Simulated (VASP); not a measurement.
# Fe (Pm-3m) in VASP: notebook

Runs on Fe. Level: revPBE. Tasks: single point.

Program: VASP 6.6.1. These are calculated values, not measurements. Logs are shortened: lines on timing, memory, paths and dates and some standing lists are left out, and cuts for length are marked.

### Step 1. The cell of the first run

Symmetry: Pm-3m, No. 221, cubic system. Conventional cell: a = 2.283 Å, b = 2.283 Å, c = 2.283 Å, α = 90.00°, β = 90.00°, γ = 90.00°. Fe (site symmetry m-3m) has 6 Fe at 2.28 Å within 3.0 Å.

### Step 2. Single point, revPBE

Contents of INCAR:

```
SYSTEM = Fe
PREC = Accurate
ENCUT = 520
EDIFF = 1E-7
ISMEAR = -1
SIGMA = 0.1
LREAL = .False.
LASPH = .True.
NELM = 80
ALGO = Normal
ISIF = 2
LWAVE = .False.
LCHARG = .False.
GGA = RE
NBANDS = 10
```

Contents of KPOINTS:

```
regular mesh
0
Gamma
  15 15 15
  0 0 0
```

Contents of POSCAR:

```
Fe
1.0
    2.2827131053      0.0000000000      0.0000000000
    0.0000000000      2.2827131053      0.0000000000
    0.0000000000      0.0000000000      2.2827131053
Fe
1
Direct
    0.0000000000      0.0000000000      0.0000000000
```

Potentials or basis: VASP PAW PBE potentials, release 64 (Fe).

Launch:

```sh
$ cat potpaw_PBE.64/Fe/POTCAR > POTCAR
$ mpirun -np 1 vasp_std > vasp.out
```

OUTCAR:

```text
SYSTEM = Fe
   PREC = Accurate
   ENCUT = 520
   EDIFF = 1E-7
   ISMEAR = -1
   LREAL = .False.
   LASPH = .True.
   NELM = 80
   ISIF = 2
   GGA = RE

 ion  position               nearest neighbor table
   1  0.000  0.000  0.000-

  LATTYP: Found a simple cubic cell.
 ALAT       =     2.2827131053

  Lattice vectors:

 A1 = (   2.2827131053,   0.0000000000,   0.0000000000)
 A2 = (   0.0000000000,   2.2827131053,   0.0000000000)
 A3 = (   0.0000000000,   0.0000000000,   2.2827131053)

Analysis of symmetry for initial positions (statically):
=====================================================================
 Subroutine PRICEL returns:
 Original cell was already a primitive cell.

 Routine SETGRP: Setting up the symmetry group for a
 simple cubic supercell.

 Subroutine GETGRP returns: Found 48 space group operations
 (whereof 48 operations were pure point group operations)
 out of a pool of 48 trial point group operations.

The static configuration has the point symmetry O_h .

Analysis of symmetry for dynamics (positions and initial velocities):
=====================================================================
 Subroutine PRICEL returns:
 Original cell was already a primitive cell.

 Routine SETGRP: Setting up the symmetry group for a
 simple cubic supercell.

 Subroutine GETGRP returns: Found 48 space group operations
 (whereof 48 operations were pure point group operations)
 out of a pool of 48 trial point group operations.

The dynamic configuration has the point symmetry O_h .

 Subroutine INISYM returns: Found 48 space group operations
 (whereof 48 operations are pure point group operations),
 and found     1 'primitive' translations

----------------------------------------------------------------------------------------

                                     Primitive cell

  volume of cell :      11.8947

  direct lattice vectors                    reciprocal lattice vectors
     2.282713105  0.000000000  0.000000000     0.438075200  0.000000000  0.000000000
     0.000000000  2.282713105  0.000000000     0.000000000  0.438075200  0.000000000
     0.000000000  0.000000000  2.282713105     0.000000000  0.000000000  0.438075200

  length of vectors
     2.282713105  2.282713105  2.282713105     0.438075200  0.438075200  0.438075200

  position of ions in fractional coordinates (direct lattice)
     0.000000000  0.000000000  0.000000000

[... 73 lines left out ...]
   ENCUT  =  520.0 eV  38.22 Ry    6.18 a.u.   4.24  4.24  4.24*2*pi/ulx,y,z
   NELM   =     80;   NELMIN=  2; NELMDL= -5     # of ELM steps
   EDIFF  = 0.1E-06   stopping-criterion for ELM
   LREAL  =      F    real-space projection
   EDIFFG = 0.1E-05   stopping-criterion for IOM
   NSW    =      0    number of steps for IOM
   IBRION =     -1    ionic relax: 0-MD 1-quasi-New 2-CG
   NFREE  =      0    steps in history (QN), initial steepest desc. (CG)
   ISIF   =      2    stress and relaxation
   ISYM   =      2    0-nonsym 1-usesym 2-fastsym
   POTIM  = 0.5000    time-step for ionic-motion
   TEBEG  =    0.0;   TEEND  =   0.0 temperature during run
   PSTRESS=    0.0 pullay stress
   NELECT =       8.0000    total number of electrons
   NUPDOWN=      -1.0000    fix difference up-down
   EMIN   =  10.00;   EMAX   =-10.00  energy-range for DOS
   EFERMI =   0.00;   METHOD = LEGACY
   ISMEAR =    -1;   SIGMA  =   0.10  broadening in eV -4-tet -1-fermi 0-gaus
   EFERMI_NEDOS =   21; number of points for ismear=-14 and -15
   IALGO  =     38    algorithm
   IMIX   =      4    mixing-type and parameters
     AMIX     =   0.40;   BMIX     =  1.00
     AMIX_MAG =   1.60;   BMIX_MAG =  1.00
  volume/ion in A,a.u.               =      11.89        80.27
  Fermi-wavevector in a.u.,A,eV,Ry     =   1.434345  2.710518 27.991869  2.057344
  Thomas-Fermi vector in A             =   2.553763
   LORBIT       =      0    0 simple, 1 ext, 2 COOP (PROOUT), +10 PAW based schemes
   GGA     = RE    functional components
   LHFCALC =     F    Hartree Fock is set to
   AEXX    =    0.0000 exact exchange contribution
   IVDW    =     0    specifies the selected vdW correction
   LEPSILON=     F    determine dielectric tensor
   LRPA    =     F    only Hartree local field effects (RPA)
 non-spin polarized calculation
  energy-cutoff  :      520.00
  volume of cell :       11.89
 maximum number of plane-waves:       341
 NGX is ok and might be reduce to    18
   NGX =  9   NGY =  9   NGZ =  9

 number of electron       7.9999994 magnetization

 Free energy of the ion-electron system (eV)
  ---------------------------------------------------
  ext. energy  EPLUGINS =         0.00000000
  ---------------------------------------------------
  free energy    TOTEN  =        -6.76175161 eV

  energy without entropy =       -6.68224903  energy(sigma->0) =       -6.72200032

 E-fermi :   5.6843     XC(G=0): -12.7265

 val. band max:        5.6805170674   @ k =   0.4000   0.2667   0.2000
 cond. band min:       5.6848894304   @ k =   0.2667   0.0667   0.0000
 fundamental gap:      0.0043723630
 Fermi energy:         5.6843241388

 k-point     1 :       0.0000    0.0000    0.0000
  band No.  band energies     occupation
      1      -2.4860      2.00000
      2       2.0037      2.00000
      3       2.0037      2.00000
      4       6.6270      0.00016
      5       6.6270      0.00016
      6       6.6270      0.00016
      7      26.1565      0.00000
      8      26.1565      0.00000
      9      26.1565      0.00000
     10      30.1413      0.00000
[... 287 lines left out ...]
 k-point    24 :       0.3333    0.2000    0.0000
  band No.  band energies     occupation
      1       1.2259      2.00000
      2       2.8237      2.00000
      3       3.8521      2.00000
      4       5.5397      1.61895
      5       5.7654      0.61528
      6       6.2229      0.00912
      7      15.0215      0.00000
      8      22.3967      0.00000
      9      30.9337      0.00000
     10      32.0563      0.00000

 [... further k-points ...]
[... 5 lines left out ...]
  --------------------------------------------------------------------------------------
  -------------------------------------------------------------------------------------
  Total       -0.0618377     -0.0618377     -0.0618377      0.0000000     -0.0000000     -0.0000000
  in kB       -8.3293226     -8.3293226     -8.3293226      0.0000000     -0.0000000     -0.0000000
  external PRESSURE =      -8.3293226 kB  Pullay stress =       0.0000000 kB

 VOLUME and BASIS-vectors are now :
 -----------------------------------------------------------------------------
  energy-cutoff  :      520.00
  volume of cell :       11.89
      direct lattice vectors                 reciprocal lattice vectors
     2.282713105  0.000000000  0.000000000     0.438075200  0.000000000  0.000000000
     0.000000000  2.282713105  0.000000000     0.000000000  0.438075200  0.000000000
     0.000000000  0.000000000  2.282713105     0.000000000  0.000000000  0.438075200

 POSITION                                       TOTAL-FORCE (eV/Angst)
 -----------------------------------------------------------------------------------
      0.00000      0.00000      0.00000         0.000000      0.000000      0.000000
 -----------------------------------------------------------------------------------
    total drift:                                0.000000      0.000000      0.000000

  FREE ENERGIE OF THE ION-ELECTRON SYSTEM (eV)
  ---------------------------------------------------
  free  energy   TOTEN  =        -6.7617516125 eV

  energy  without entropy=       -6.6822490259  energy(sigma->0) =       -6.72200032
```

OSZICAR:

```text
N       E                     dE             d eps       ncg     rms          rms(c)
DAV:   1     0.185245324199E+02    0.18525E+02   -0.42880E+03  2536   0.100E+03
DAV:   2    -0.720921367560E+01   -0.25734E+02   -0.24533E+02  2414   0.130E+02
DAV:   3    -0.775312620137E+01   -0.54391E+00   -0.53821E+00  2750   0.238E+01
DAV:   4    -0.775558263187E+01   -0.24564E-02   -0.24560E-02  2694   0.149E+00
DAV:   5    -0.775560121523E+01   -0.18583E-04   -0.18582E-04  2726   0.123E-01    0.933E+00
DAV:   6    -0.688079373655E+01    0.87481E+00   -0.98191E+00  2626   0.459E+01    0.231E+00
DAV:   7    -0.677231051786E+01    0.10848E+00   -0.76962E-01  2634   0.128E+01    0.866E-01
DAV:   8    -0.676334107167E+01    0.89694E-02   -0.83572E-03  3506   0.776E-01    0.329E-01
DAV:   9    -0.676178076009E+01    0.15603E-02   -0.19880E-03  3298   0.272E-01    0.565E-02
DAV:  10    -0.676175814593E+01    0.22614E-04   -0.25137E-05  3112   0.522E-02    0.146E-02
DAV:  11    -0.676175166097E+01    0.64850E-05   -0.73724E-07  2612   0.939E-03    0.103E-03
DAV:  12    -0.676175161248E+01    0.48482E-07   -0.11605E-08  1476   0.758E-04
   1 F= -.67617516E+01 E0= -.67220003E+01  d E =-.795026E-01
```

stdout:

```text
POSCAR found type information on POSCAR Fe
 POSCAR found :  1 types and       1 ions
 scaLAPACK will be used
 -----------------------------------------------------------------------------
|                                                                             |
|                                                                             |
|     You enforced a specific xc type in the INCAR file but a different       |
|     I HOPE YOU KNOW WHAT YOU ARE DOING!                                     |
|                                                                             |
 -----------------------------------------------------------------------------

 LDA part: xc-table for (Slater+PW92), standard interpolation
 POSCAR, INCAR and KPOINTS ok, starting setup
 FFT: planning ... GRIDC
 FFT: planning ... GRID_SOFT
 FFT: planning ... GRID
 WAVECAR not read
 entering main loop
```

It took 7.8 s on 1 thread of Intel Xeon Platinum 8488C (Sapphire Rapids), shared host; peak memory 0.12 GiB.

Results:

```
Free energy            : -6.7618 eV
Pressure               : -0.8 GPa
Band gap on the k mesh : zero (band 4 reaches 7.65 eV, above the bottom of band 5 at 5.04 eV)
```

Caveat: the PAW data sets were made with another functional, which shifts forces and pressure a little; the run has no spin polarisation, though such a crystal can be magnetic.

### Step 3. Single point, revPBE (volume scaled by 1.04)

Contents of INCAR:

```
ALGO = Normal ; EDIFF = 1E-6
ENCUT = 520 ; GGA = RE
ISIF = 2 ; ISMEAR = -1
LASPH = True ; LCHARG = False
LREAL = False ; LWAVE = False
NBANDS = 10 ; NELM = 100
PREC = Accurate ; SIGMA = 0.1
```

Contents of KPOINTS:

```
k-points
0
Gamma
  15 15 15
```

Contents of POSCAR:

```
Fe
1.0
    2.3127522488      0.0000000000      0.0000000000
    0.0000000000      2.3127522488      0.0000000000
    0.0000000000      0.0000000000      2.3127522488
Fe
1
Direct
    0.0000000000      0.0000000000      0.0000000000
```

Potentials or basis: VASP PAW PBE potentials, release 64 (Fe).

Launch:

```sh
$ cat potpaw_PBE.64/Fe/POTCAR > POTCAR
$ mpirun -np 1 vasp_std > vasp.out
```

Wall time 8.4 s (1 thread of Intel Xeon Platinum 8488C (Sapphire Rapids), shared host); peak memory 0.12 GiB.

Results (log left out):

| Item | Value |
| --- | --- |
| Free energy | -6.7488 eV |
| Pressure | -7.6 GPa |
| Band gap on the k mesh | zero (band 4 reaches 7.15 eV, above the bottom of band 5 at 4.68 eV) |

Levels at points of the mesh, in eV from the Fermi level:
```tsv
k point	band 2	band 3	band 4	band 5	band 6	band 7
(0.00, 0.00, 0.00)	-3.49	-3.49	0.89	0.89	0.89	19.98
```

Caveat: the PAW data sets were made with another functional, which shifts forces and pressure a little; the run has no spin polarisation, though such a crystal can be magnetic.
